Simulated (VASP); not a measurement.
# SnSe in VASP: further runs

The runs below take SnSe through single point, with LDA.

All numbers are computed with VASP 6.6.1; they aren't measurements. Logs are shortened: lines on timing, memory, paths and dates and some standing lists are left out, and cuts for length are marked.

## Step 1: The cell of the first run

The cell holds a slab with vacuum, 4 atoms: a = 4.295 Å, b = 4.085 Å, c = 10.980 Å, α = 90.00°, β = 90.00°, γ = 90.00°.

## Step 2: Single point, LDA (strain +0.0250 x Voigt [1, -1, 0, 0, 0, 0])

Contents of INCAR:

```
SYSTEM = SnSe
  ALGO = Normal
  EDIFF = 1E-6
  ENCUT = 500
  GGA_COMPAT = .False.
  ISIF = 2
  ISMEAR = 0
  LASPH = .True.
  LCHARG = .False.
  LREAL = .False.
  LWAVE = .False.
  NBANDS = 28
  NELM = 120
  PREC = Accurate
  SIGMA = 0.05
```

Contents of KPOINTS:

```
k-points
0
Gamma
  6 6 4
  0 0 0
```

Contents of POSCAR:

```
SnSe
1.0
    4.2946464113      0.0000000000      0.0000000000
    0.0000000000      4.0851514645      0.0000000000
    0.0000000000      0.0000000000     10.9796229414
Sn Se
2 2
Direct
    0.5000000000      0.0000000000      0.3781633338
    0.0000000000      0.5000000000      0.6218366662
    0.5000000000      0.0000000000      0.6217782129
    0.0000000000      0.5000000000      0.3782217871
```

Potentials or basis: VASP PAW LDA potentials, release 64 (Sn_d, Se).

The run is started by

```
$ cat potpaw_LDA.64/Sn_d/POTCAR potpaw_LDA.64/Se/POTCAR > POTCAR
$ mpirun -np 1 vasp_std > vasp.out
```

OUTCAR:

```text
SYSTEM = SnSe
   EDIFF = 1E-6
   ENCUT = 500
   ISIF = 2
   ISMEAR = 0
   LASPH = .True.
   LREAL = .False.
   NELM = 120
   PREC = Accurate

 ion  position               nearest neighbor table
   1  0.500  0.000  0.378-   3 2.67   4 2.96   4 2.96   4 2.96   4 2.96
   2  0.000  0.500  0.622-   4 2.67   3 2.96   3 2.96   3 2.96   3 2.96
   3  0.500  0.000  0.622-   1 2.67   2 2.96   2 2.96   2 2.96   2 2.96
   4  0.000  0.500  0.378-   2 2.67   1 2.96   1 2.96   1 2.96   1 2.96

  LATTYP: Found a simple orthorhombic cell.
 ALAT       =     4.0851514645
 B/A-ratio  =     1.0512820513
 C/A-ratio  =     2.6876905390

  Lattice vectors:

 A1 = (   0.0000000000,  -4.0851514645,   0.0000000000)
 A2 = (   4.2946464113,   0.0000000000,   0.0000000000)
 A3 = (   0.0000000000,   0.0000000000,  10.9796229414)

Analysis of symmetry for initial positions (statically):
=====================================================================
 Subroutine PRICEL returns:
 Original cell was already a primitive cell.

 Routine SETGRP: Setting up the symmetry group for a
 simple orthorhombic supercell.

 Subroutine GETGRP returns: Found  8 space group operations
 (whereof  4 operations were pure point group operations)
 out of a pool of  8 trial point group operations.

The static configuration has the point symmetry C_2v.
 The point group associated with its full space group is D_2h.

Analysis of symmetry for dynamics (positions and initial velocities):
=====================================================================
 Subroutine PRICEL returns:
 Original cell was already a primitive cell.

 Routine SETGRP: Setting up the symmetry group for a
 simple orthorhombic supercell.

 Subroutine GETGRP returns: Found  8 space group operations
 (whereof  4 operations were pure point group operations)
 out of a pool of  8 trial point group operations.

The dynamic configuration has the point symmetry C_2v.
 The point group associated with its full space group is D_2h.

 Subroutine INISYM returns: Found  8 space group operations
 (whereof  4 operations are pure point group operations),
 and found     1 'primitive' translations

----------------------------------------------------------------------------------------

                                     Primitive cell

  volume of cell :     192.6296

  direct lattice vectors                    reciprocal lattice vectors
     4.294646411  0.000000000  0.000000000     0.232848040  0.000000000  0.000000000
     0.000000000  4.085151464  0.000000000     0.000000000  0.244788965  0.000000000
[... 87 lines left out ...]
   ENCUT  =  500.0 eV  36.75 Ry    6.06 a.u.   7.83  7.45 20.02*2*pi/ulx,y,z
   NELM   =    120;   NELMIN=  2; NELMDL= -5     # of ELM steps
   EDIFF  = 0.1E-05   stopping-criterion for ELM
   LREAL  =      F    real-space projection
   EDIFFG = 0.1E-04   stopping-criterion for IOM
   NSW    =      0    number of steps for IOM
   IBRION =     -1    ionic relax: 0-MD 1-quasi-New 2-CG
   NFREE  =      0    steps in history (QN), initial steepest desc. (CG)
   ISIF   =      2    stress and relaxation
   ISYM   =      2    0-nonsym 1-usesym 2-fastsym
   POTIM  = 0.5000    time-step for ionic-motion
   TEBEG  =    0.0;   TEEND  =   0.0 temperature during run
   PSTRESS=    0.0 pullay stress
   NELECT =      40.0000    total number of electrons
   NUPDOWN=      -1.0000    fix difference up-down
   EMIN   =  10.00;   EMAX   =-10.00  energy-range for DOS
   EFERMI =   0.00;   METHOD = LEGACY
   ISMEAR =     0;   SIGMA  =   0.05  broadening in eV -4-tet -1-fermi 0-gaus
   EFERMI_NEDOS =   21; number of points for ismear=-14 and -15
   IALGO  =     38    algorithm
   IMIX   =      4    mixing-type and parameters
     AMIX     =   0.40;   BMIX     =  1.00
     AMIX_MAG =   1.60;   BMIX_MAG =  1.00
  volume/ion in A,a.u.               =      48.16       324.98
  Fermi-wavevector in a.u.,A,eV,Ry     =   0.969439  1.831974 12.786919  0.939812
  Thomas-Fermi vector in A             =   2.099492
   LORBIT       =      0    0 simple, 1 ext, 2 COOP (PROOUT), +10 PAW based schemes
   GGA     = CA    functional components
   LHFCALC =     F    Hartree Fock is set to
   AEXX    =    0.0000 exact exchange contribution
   IVDW    =     0    specifies the selected vdW correction
   LEPSILON=     F    determine dielectric tensor
   LRPA    =     F    only Hartree local field effects (RPA)
 non-spin polarized calculation
 Gauss-broadening in eV      SIGMA  =   0.05
  energy-cutoff  :      500.00
  volume of cell :      192.63
 maximum number of plane-waves:      4932
 NGX is ok and might be reduce to    32
   NGX = 15   NGY = 15   NGZ = 41

 number of electron      40.0000019 magnetization

 Free energy of the ion-electron system (eV)
  ---------------------------------------------------
  ext. energy  EPLUGINS =         0.00000000
  ---------------------------------------------------
  free energy    TOTEN  =       -18.47811641 eV

  energy without entropy =      -18.47811641  energy(sigma->0) =      -18.47811641

 E-fermi :   1.1441     XC(G=0):  -6.3509

 val. band max:        0.9287014223   @ k =   0.3333   0.0000   0.5000
 cond. band min:       2.0955532469   @ k =   0.0000   0.5000   0.0000
 fundamental gap:      1.1668518246
 Fermi energy:         1.1440909668

 k-point     1 :       0.0000    0.0000    0.0000
  band No.  band energies     occupation
      1     -20.2617      2.00000
      2     -20.2375      2.00000
      3     -20.2331      2.00000
      4     -20.2317      2.00000
      5     -20.2223      2.00000
      6     -20.2185      2.00000
[... 733 lines left out ...]
     27       6.7187      0.00000
     28       6.7187      0.00000

 [... further k-points ...]
[... 5 lines left out ...]
  --------------------------------------------------------------------------------------
  -------------------------------------------------------------------------------------
  Total       -0.5067909      0.6764497      0.0669194      0.0000000      0.0000000      0.0000000
  in kB       -4.2151828      5.6263027      0.5565953      0.0000000      0.0000000      0.0000000
  external PRESSURE =       0.6559051 kB  Pullay stress =       0.0000000 kB

 VOLUME and BASIS-vectors are now :
 -----------------------------------------------------------------------------
  energy-cutoff  :      500.00
  volume of cell :      192.63
      direct lattice vectors                 reciprocal lattice vectors
     4.294646411  0.000000000  0.000000000     0.232848040  0.000000000  0.000000000
     0.000000000  4.085151464  0.000000000     0.000000000  0.244788965  0.000000000
     0.000000000  0.000000000 10.979622941     0.000000000  0.000000000  0.091077809

 POSITION                                       TOTAL-FORCE (eV/Angst)
 -----------------------------------------------------------------------------------
      2.14732      0.00000      4.15209         0.000000      0.000000     -0.019425
      0.00000      2.04258      6.82753         0.000000      0.000000      0.019425
      2.14732      0.00000      6.82689         0.000000      0.000000      0.015329
      0.00000      2.04258      4.15273         0.000000      0.000000     -0.015329
 -----------------------------------------------------------------------------------
    total drift:                                0.000000      0.000000     -0.000000

  FREE ENERGIE OF THE ION-ELECTRON SYSTEM (eV)
  ---------------------------------------------------
  free  energy   TOTEN  =       -18.4781164096 eV

  energy  without entropy=      -18.4781164096  energy(sigma->0) =      -18.47811641
```

OSZICAR:

```text
N       E                     dE             d eps       ncg     rms          rms(c)
DAV:   1     0.343615824903E+03    0.34362E+03   -0.18443E+04  2820   0.145E+03
DAV:   2     0.285741752903E+02   -0.31504E+03   -0.30663E+03  2900   0.364E+02
DAV:   3    -0.166977839835E+02   -0.45272E+02   -0.44465E+02  3344   0.145E+02
DAV:   4    -0.188948120672E+02   -0.21970E+01   -0.21875E+01  3208   0.339E+01
DAV:   5    -0.189544027274E+02   -0.59591E-01   -0.59577E-01  3596   0.589E+00    0.503E+00
DAV:   6    -0.185296064522E+02    0.42480E+00   -0.86150E-01  3636   0.502E+00    0.316E+00
DAV:   7    -0.184914027362E+02    0.38204E-01   -0.26989E-01  3336   0.202E+00    0.108E+00
DAV:   8    -0.184789084205E+02    0.12494E-01   -0.31875E-02  3304   0.111E+00    0.248E-01
DAV:   9    -0.184756846330E+02    0.32238E-02   -0.52861E-03  3148   0.421E-01    0.116E-01
DAV:  10    -0.184755926773E+02    0.91956E-04   -0.16577E-03  2916   0.166E-01    0.529E-02
DAV:  11    -0.184767801448E+02   -0.11875E-02   -0.15167E-03  2944   0.125E-01    0.606E-02
DAV:  12    -0.184779531385E+02   -0.11730E-02   -0.50040E-04  3160   0.886E-02    0.247E-02
DAV:  13    -0.184780449216E+02   -0.91783E-04   -0.43179E-05  3104   0.337E-02    0.152E-02
DAV:  14    -0.184781097148E+02   -0.64793E-04   -0.20322E-05  2556   0.141E-02    0.478E-03
DAV:  15    -0.184781141416E+02   -0.44268E-05   -0.12859E-06  2636   0.662E-03    0.125E-03
DAV:  16    -0.184781163506E+02   -0.22090E-05   -0.69210E-07  2228   0.321E-03    0.169E-03
DAV:  17    -0.184781164096E+02   -0.59061E-07   -0.92632E-08  2224   0.174E-03
   1 F= -.18478116E+02 E0= -.18478116E+02  d E =-.104374E-10
```

It took 1.9 min on 1 thread of AMD EPYC 9R45 (Zen 5), shared host; peak memory 0.33 GiB.

Results:

| Quantity | Value |
| --- | --- |
| Free energy | -18.4781 eV |
| Largest force | 0.019 eV/Å |
| Band gap on the k mesh | 1.17 eV, indirect (least direct gap 1.44 eV) |

Forces on the atoms (eV/Å):
```
Sn   0.000  0.000 -0.019
Sn   0.000  0.000  0.019
Se   0.000  0.000  0.015
Se   0.000  0.000 -0.015
```

Caveat: the cell differs from its parent crystal (strain +0.0250 x Voigt [1, -1, 0, 0, 0, 0]); spin-orbit coupling is left out, which moves the levels of the heavy elements.

## Step 3: Single point, LDA (strain +0.0125 x Voigt [1, -1, 0, 0, 0, 0])

Contents of INCAR:

```
SYSTEM = SnSe
ALGO     = Normal         ! electronic algorithm
EDIFF    = 1E-6           ! SCF threshold, eV
ENCUT    = 500            ! plane-wave cutoff, eV
GGA      = CA             ! functional
GGA_COMPAT= .FALSE.      
ISIF     = 2              ! what is computed and relaxed
ISMEAR   = 0              ! smearing method
LASPH    = .TRUE.         ! aspherical terms in the spheres
LCHARG   = .FALSE.        ! write CHGCAR
LREAL    = .FALSE.        ! projectors in reciprocal space
LWAVE    = .FALSE.        ! write WAVECAR
NBANDS   = 28             ! bands
NELM     = 120            ! most SCF steps
PREC     = Accurate       ! precision mode
SIGMA    = 0.05           ! smearing width, eV
```

Contents of KPOINTS:

```
k-points
0
G
  6 6 4
  0 0 0
```

Changes to POSCAR since step 2:

```diff
@@ -2,4 +2,4 @@
 1.0
-    4.2946464113      0.0000000000      0.0000000000
-    0.0000000000      4.0851514645      0.0000000000
+    4.2422726746      0.0000000000      0.0000000000
+    0.0000000000      4.1375252012      0.0000000000
     0.0000000000      0.0000000000     10.9796229414
```

Potentials or basis: VASP PAW LDA potentials, release 64 (Sn_d, Se).

The run is started by

```
$ cat potpaw_LDA.64/Sn_d/POTCAR potpaw_LDA.64/Se/POTCAR > POTCAR
$ mpirun -np 1 vasp_std > vasp.out
```

Wall time 1.8 min (1 thread of AMD EPYC 9R45 (Zen 5), shared host); peak memory 0.33 GiB.

The run converged. Its results:

```
Free energy            : -18.4893 eV
Largest force          : 0.024 eV/Å
Band gap on the k mesh : 1.32 eV, indirect (least direct gap 1.47 eV)
```

Forces on the atoms (eV/Å):
```
Sn   0.000  0.000 -0.024
Sn   0.000  0.000  0.024
Se   0.000  0.000  0.022
Se   0.000  0.000 -0.022
```

Levels at points of the mesh, in eV from the valence-band top:
| k point | band 18 | band 19 | band 20 | band 21 | band 22 | band 23 |
| --- | --- | --- | --- | --- | --- | --- |
| (0.00, 0.00, 0.00) | -2.15 | -1.91 | -0.62 | 1.55 | 3.52 | 3.69 |
| (0.50, 0.00, 0.00) | -1.63 | -0.06 | -0.06 | 1.54 | 1.54 | 2.02 |
| (0.00, 0.50, 0.00) | -1.77 | -0.24 | -0.24 | 1.32 | 1.32 | 1.81 |
| (0.50, 0.50, 0.00) | -3.69 | -1.88 | -1.88 | 3.52 | 3.52 | 4.41 |
| (0.00, 0.00, 0.50) | -2.15 | -1.91 | -0.62 | 1.41 | 3.52 | 4.65 |
| (0.50, 0.00, 0.50) | -1.63 | -0.06 | -0.06 | 1.55 | 1.55 | 2.02 |
| (0.00, 0.50, 0.50) | -1.77 | -0.24 | -0.24 | 1.33 | 1.33 | 1.81 |
| (0.50, 0.50, 0.50) | -3.69 | -1.88 | -1.88 | 3.49 | 3.49 | 4.45 |

Caveat: the cell differs from its parent crystal (strain +0.0125 x Voigt [1, -1, 0, 0, 0, 0]); spin-orbit coupling is left out, which moves the levels of the heavy elements.
